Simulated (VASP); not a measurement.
# TiW (an interface model) in VASP: single point with PBEsol

Aim: the single point of TiW (an interface model) with PBEsol.

All numbers are computed with VASP 6.6.1; they aren't measurements. Logs are shortened: lines on timing, memory, paths and dates and some standing lists are left out, and cuts for length are marked.

### Step 1. The cell of the first run

The cell holds layers of an interface, 10 atoms: a = 2.868 Å, b = 2.868 Å, c = 27.990 Å, α = 59.20°, β = 59.20°, γ = 90.00°.

### Step 2. Single point, PBEsol

File INCAR:

```
ALGO     = Normal         # electronic algorithm
EDIFF    = 1E-7           # SCF threshold, eV
ENCUT    = 520            # plane-wave cutoff, eV
GGA      = PS             # functional
ISIF     = 2              # what is computed and relaxed
ISMEAR   = 0              # smearing method
LASPH    = T              # aspherical terms in the spheres
LCHARG   = F              # write CHGCAR
LREAL    = F              # projectors in reciprocal space
LWAVE    = F              # write WAVECAR
NBANDS   = 76             # bands
NELM     = 100            # most SCF steps
PREC     = Accurate       # precision mode
SIGMA    = 0.1            # smearing width, eV
```

File KPOINTS:

```
k-points
0
Gamma
  12 12 2
```

File POSCAR:

```
TiW
1.0
    2.8679136060      0.0000000000      0.0000000000
    0.0000000000      2.8679136060      0.0000000000
   14.3312140404     14.3312140404     19.3046420775
Ti W
5 5
Direct
    0.3705729155      0.3705729155      0.0259005061
    0.3456370689      0.3456370689      0.1309488748
    0.3207012224      0.3207012224      0.2359972435
    0.2957653759      0.2957653759      0.3410456122
    0.2708295294      0.2708295294      0.4460939809
    0.2708295294      0.2708295294      0.5460939809
    0.2957653759      0.2957653759      0.6410456122
    0.3207012224      0.3207012224      0.7359972435
    0.3456370689      0.3456370689      0.8309488748
    0.3705729155      0.3705729155      0.9259005061
```

Potentials or basis: VASP PAW PBE potentials, release 64 (Ti_sv, W_sv).

On the command line:

```
> cat potpaw_PBE.64/Ti_sv/POTCAR potpaw_PBE.64/W_sv/POTCAR > POTCAR
> mpirun -np 1 vasp_std > vasp.out
```

OUTCAR:

```text
EDIFF = 1E-7
   ENCUT = 520
   GGA = PS
   ISIF = 2
   ISMEAR = 0
   LASPH = T
   LREAL = F
   NELM = 100
   PREC = Accurate

 ion  position               nearest neighbor table
   1  0.371  0.371  0.026-  10 2.80  10 2.80  10 2.80  10 2.80   2 2.87   2 2.87   2 2.87   2 2.87

   2  0.346  0.346  0.131-   1 2.87   3 2.87   1 2.87   1 2.87   3 2.87   3 2.87   3 2.87   1 2.87

   3  0.321  0.321  0.236-   4 2.87   2 2.87   4 2.87   4 2.87   2 2.87   2 2.87   2 2.87   4 2.87

   4  0.296  0.296  0.341-   3 2.87   5 2.87   3 2.87   3 2.87   5 2.87   5 2.87   5 2.87   3 2.87

   5  0.271  0.271  0.446-   6 2.80   6 2.80   6 2.80   6 2.80   4 2.87   4 2.87   4 2.87   4 2.87

   6  0.271  0.271  0.546-   7 2.73   7 2.73   7 2.73   7 2.74   5 2.80   5 2.80   5 2.80   5 2.80

   7  0.296  0.296  0.641-   8 2.73   6 2.73   8 2.73   8 2.73   6 2.73   6 2.73   6 2.74   8 2.74

   8  0.321  0.321  0.736-   7 2.73   9 2.73   7 2.73   7 2.73   9 2.73   9 2.73   7 2.74   9 2.74

   9  0.346  0.346  0.831-   8 2.73  10 2.73  10 2.73  10 2.73   8 2.73   8 2.73  10 2.74   8 2.74

  10  0.371  0.371  0.926-   9 2.73   9 2.73   9 2.73   9 2.74   1 2.80   1 2.80   1 2.80   1 2.80

  LATTYP: Found a base centered monoclinic cell.
 ALAT       =     4.0558423173
 B/A-ratio  =     1.0000000000
 C/A-ratio  =     4.7597130712
 COS(beta)  =    -0.0006119939

  Lattice vectors:

 A1 = (   2.8679136060,   0.0000000000,   0.0000000000)
 A2 = (   0.0000000000,   2.8679136060,   0.0000000000)
 A3 = (  -0.0083539896,  -0.0083539896,  19.3046420775)

Analysis of symmetry for initial positions (statically):
=====================================================================
 Subroutine PRICEL returns:
 Original cell was already a primitive cell.

 Routine SETGRP: Setting up the symmetry group for a
 base centered monoclinic supercell.

 Subroutine GETGRP returns: Found  4 space group operations
 (whereof  2 operations were pure point group operations)
 out of a pool of  4 trial point group operations.

The static configuration has the point symmetry C_1h.
 The point group associated with its full space group is C_2h.

Analysis of symmetry for dynamics (positions and initial velocities):
=====================================================================
 Subroutine PRICEL returns:
 Original cell was already a primitive cell.

 Routine SETGRP: Setting up the symmetry group for a
 base centered monoclinic supercell.

 Subroutine GETGRP returns: Found  4 space group operations
 (whereof  2 operations were pure point group operations)
 out of a pool of  4 trial point group operations.

The dynamic configuration has the point symmetry C_1h.
 The point group associated with its full space group is C_2h.

 Subroutine INISYM returns: Found  4 space group operations
 (whereof  2 operations are pure point group operations),
 and found     1 'primitive' translations

----------------------------------------------------------------------------------------

                                     Primitive cell

  volume of cell :     158.7793

  direct lattice vectors                    reciprocal lattice vectors
     2.867913606  0.000000000  0.000000000     0.348685538  0.000000000 -0.258854169
     0.000000000  2.867913606  0.000000000     0.000000000  0.348685538 -0.258854169
    14.331214040 14.331214040 19.304642077     0.000000000  0.000000000  0.051801012

  length of vectors
     2.867913606  2.867913606 27.989937433     0.434266146  0.434266146  0.051801012

  position of ions in fractional coordinates (direct lattice)
     0.370572915  0.370572915  0.025900506
     0.345637069  0.345637069  0.130948875
     0.320701222  0.320701222  0.235997244
     0.295765376  0.295765376  0.341045612
     0.270829529  0.270829529  0.446093981
     0.270829529  0.270829529  0.546093981
     0.295765376  0.295765376  0.641045612
     0.320701222  0.320701222  0.735997244
     0.345637069  0.345637069  0.830948875
     0.370572915  0.370572915  0.925900506

  ion indices of the primitive-cell ions
   primitive index   ion index
                 1           1
                 2           2
                 3           3
                 4           4
                 5           5
                 6           6
                 7           7
                 8           8
                 9           9
                10          10

----------------------------------------------------------------------------------------

 KPOINTS: k-points

Automatic generation of k-mesh.
 Grid dimensions read from file:
 generate k-points for:   12   12    2

 Generating k-lattice:

  Cartesian coordinates                     Fractional coordinates (reciprocal lattice)
     0.029057128  0.000000000 -0.021571181     0.083333333  0.000000000 -0.000000000
     0.000000000  0.029057128 -0.021571181     0.000000000  0.083333333 -0.000000000
     0.000000000  0.000000000  0.025900506     0.000000000  0.000000000  0.500000000

  Length of vectors
     0.036188846  0.036188846  0.025900506

  Shift w.r.t. Gamma in fractional coordinates (k-lattice)
     0.000000000  0.000000000  0.000000000

 Subroutine IBZKPT returns following result:
 ===========================================

 Found     86 irreducible k-points:

 Following reciprocal coordinates:
            Coordinates               Weight
  0.000000  0.000000  0.000000      1.000000
  0.083333  0.000000  0.000000      4.000000
  0.166667  0.000000  0.000000      4.000000
  0.250000  0.000000 -0.000000      4.000000
  0.333333  0.000000  0.000000      4.000000
  0.416667  0.000000  0.000000      4.000000
[... 16 lines left out ...]
  0.500000  0.166667  0.000000      4.000000
 -0.416667  0.166667  0.000000      4.000000
 [... further k-points ...]
   k-points           NKPTS =     86   k-points in BZ     NKDIM =     86   number of bands    NBANDS=     76
   number of dos      NEDOS =    301   number of ions     NIONS =     10
   total plane-waves  NPLWV = 120960
   dimension x,y,z NGX =    24 NGY =   24 NGZ =  210
   dimension x,y,z NGXF=    48 NGYF=   48 NGZF=  420
   ions per type =               5   5
   NGX,Y,Z   is equivalent  to a cutoff of  13.91, 13.91, 12.47 a.u.
   NGXF,Y,Z  is equivalent  to a cutoff of  27.82, 27.82, 24.95 a.u.
 SYSTEM =  unknown system
   PREC   = accura    normal or accurate (medium, high low for compatibility)
   ISTART =      0    job   : 0-new  1-cont  2-samecut
   ICHARG =      2    charge: 1-file 2-atom 10-const
   ISPIN  =      1    spin polarized calculation?
   LNONCOLLINEAR =      F non collinear calculations
   LSORBIT =      F    spin-orbit coupling
   LASPH  =      T    aspherical Exc in radial PAW
   ENCUT  =  520.0 eV  38.22 Ry    6.18 a.u.   5.33  5.33 52.04*2*pi/ulx,y,z
   NELM   =    100;   NELMIN=  2; NELMDL= -5     # of ELM steps
   EDIFF  = 0.1E-06   stopping-criterion for ELM
   LREAL  =      F    real-space projection
   EDIFFG = 0.1E-05   stopping-criterion for IOM
   NSW    =      0    number of steps for IOM
   IBRION =     -1    ionic relax: 0-MD 1-quasi-New 2-CG
   NFREE  =      0    steps in history (QN), initial steepest desc. (CG)
   ISIF   =      2    stress and relaxation
   ISYM   =      2    0-nonsym 1-usesym 2-fastsym
   POTIM  = 0.5000    time-step for ionic-motion
   TEBEG  =    0.0;   TEEND  =   0.0 temperature during run
   PSTRESS=    0.0 pullay stress
   NELECT =     130.0000    total number of electrons
   NUPDOWN=      -1.0000    fix difference up-down
   EMIN   =  10.00;   EMAX   =-10.00  energy-range for DOS
   EFERMI =   0.00;   METHOD = LEGACY
   ISMEAR =     0;   SIGMA  =   0.10  broadening in eV -4-tet -1-fermi 0-gaus
   EFERMI_NEDOS =   21; number of points for ismear=-14 and -15
   IALGO  =     38    algorithm
   IMIX   =      4    mixing-type and parameters
     AMIX     =   0.40;   BMIX     =  1.00
     AMIX_MAG =   1.60;   BMIX_MAG =  1.00
  volume/ion in A,a.u.               =      15.88       107.15
  Fermi-wavevector in a.u.,A,eV,Ry     =   1.531527  2.894166 31.913484  2.345575
  Thomas-Fermi vector in A             =   2.638859
   LORBIT       =      0    0 simple, 1 ext, 2 COOP (PROOUT), +10 PAW based schemes
   GGA     = PS    functional components
   LHFCALC =     F    Hartree Fock is set to
   AEXX    =    0.0000 exact exchange contribution
   IVDW    =     0    specifies the selected vdW correction
   LEPSILON=     F    determine dielectric tensor
   LRPA    =     F    only Hartree local field effects (RPA)
 non-spin polarized calculation
 Gauss-broadening in eV      SIGMA  =   0.10
  energy-cutoff  :      520.00
  volume of cell :      158.78
 maximum number of plane-waves:      4319
 NGX is ok and might be reduce to    24
   NGX = 11   NGY = 11   NGZ =103

 number of electron     130.0000008 magnetization

 Free energy of the ion-electron system (eV)
  ---------------------------------------------------
  ext. energy  EPLUGINS =         0.00000000
  ---------------------------------------------------
  free energy    TOTEN  =      -108.24382227 eV

  energy without entropy =     -108.18105129  energy(sigma->0) =     -108.21243678

 E-fermi :   9.9396     XC(G=0): -12.8888

 val. band max:        9.9361503094   @ k =   0.2500   0.1667   0.5000
 cond. band min:       9.9411318042   @ k =  -0.2500   0.1667   0.5000
 fundamental gap:      0.0049814948
 Fermi energy:         9.9395899518

 k-point     1 :       0.0000    0.0000    0.0000
  band No.  band energies     occupation
      1     -63.6537      2.00000
      2     -63.5456      2.00000
      3     -63.5147      2.00000
      4     -63.4220      2.00000
      5     -63.4005      2.00000
      6     -46.4173      2.00000
[... 68 lines left out ...]
     75      11.7747      0.00000
     76      12.2877      0.00000

 k-point     2 :       0.0833    0.0000    0.0000
  band No.  band energies     occupation
      1     -63.6485      2.00000
      2     -63.5412      2.00000
      3     -63.5121      2.00000
      4     -63.4218      2.00000
      5     -63.4015      2.00000
      6     -46.4116      2.00000
[... 68 lines left out ...]
     75      11.7245      0.00000
     76      11.9992      0.00000

 k-point     3 :       0.1667    0.0000    0.0000
  band No.  band energies     occupation
      1     -63.6341      2.00000
      2     -63.5288      2.00000
      3     -63.5046      2.00000
      4     -63.4216      2.00000
      5     -63.4047      2.00000
      6     -46.3957      2.00000
[... 1648 lines left out ...]
     75      11.2029      0.00000
     76      11.2380      0.00000

 k-point    24 :      -0.4167    0.1667    0.0000
  band No.  band energies     occupation
      1     -63.5642      2.00000
      2     -63.4573      2.00000
      3     -63.4556      2.00000
      4     -63.4294      2.00000
      5     -63.4282      2.00000
      6     -46.3168      2.00000
[... 68 lines left out ...]
     75      11.2615      0.00000
     76      11.3294      0.00000

 [... further k-points ...]
[... 5 lines left out ...]
  --------------------------------------------------------------------------------------
  -------------------------------------------------------------------------------------
  Total       12.9879544     12.9879544     -3.7552237      0.1095994      0.0135569      0.0135569
  in kB      131.0561644    131.0561644    -37.8924350      1.1059234      0.1367971      0.1367975
  external PRESSURE =      74.7399646 kB  Pullay stress =       0.0000000 kB

 VOLUME and BASIS-vectors are now :
 -----------------------------------------------------------------------------
  energy-cutoff  :      520.00
  volume of cell :      158.78
      direct lattice vectors                 reciprocal lattice vectors
     2.867913606  0.000000000  0.000000000     0.348685538  0.000000000 -0.258854169
     0.000000000  2.867913606  0.000000000     0.000000000  0.348685538 -0.258854169
    14.331214040 14.331214040 19.304642077     0.000000000  0.000000000  0.051801012

 POSITION                                       TOTAL-FORCE (eV/Angst)
 -----------------------------------------------------------------------------------
      1.43396      1.43396      0.50000        -0.001018     -0.001018     -0.185090
      2.86791      2.86791      2.52792         0.000901      0.000901     -0.291011
      4.30187      4.30187      4.55584         0.000000     -0.000000      0.000000
      5.73583      5.73583      6.58376        -0.000901     -0.000901      0.291011
      7.16978      7.16978      8.61168         0.001018      0.001018      0.185090
      8.60291      8.60291     10.54215        -0.000495     -0.000495     -0.209963
     10.03519     10.03519     12.37516        -0.000911     -0.000911      0.046537
     11.46748     11.46748     14.20816        -0.000000     -0.000000      0.000000
     12.89976     12.89976     16.04117         0.000911      0.000911     -0.046537
     14.33205     14.33205     17.87418         0.000495      0.000495      0.209963
 -----------------------------------------------------------------------------------
    total drift:                               -0.000001     -0.000001     -0.000002

  FREE ENERGIE OF THE ION-ELECTRON SYSTEM (eV)
  ---------------------------------------------------
  free  energy   TOTEN  =      -108.2438222733 eV

  energy  without entropy=     -108.1810512866  energy(sigma->0) =     -108.21243678
```

Wall time 33 min (1 thread of AMD EPYC 9R45 (Zen 5), shared host); peak memory 0.83 GiB.

Results:

```
Free energy            : -108.2438 eV
Pressure               : 7.5 GPa
Largest force          : 0.291 eV/Å
Band gap on the k mesh : zero (bands 65 and 66 overlap by 1.84 eV)
```

Forces on the atoms (eV/Å):
```
Ti  -0.001 -0.001 -0.185
Ti   0.001  0.001 -0.291
Ti   0.000  0.000  0.000
Ti  -0.001 -0.001  0.291
Ti   0.001  0.001  0.185
W    0.000  0.000 -0.210
W   -0.001 -0.001  0.047
W    0.000  0.000  0.000
W    0.001  0.001 -0.047
W    0.000  0.000  0.210
```

Stress tensor (GPa, compression positive):
```
13.11  0.11  0.01
 0.11 13.11  0.01
 0.01  0.01 -3.79
```

Caveat: the PAW data sets were made with another functional, which shifts forces and pressure a little; spin-orbit coupling is left out, which moves the levels of the heavy elements.
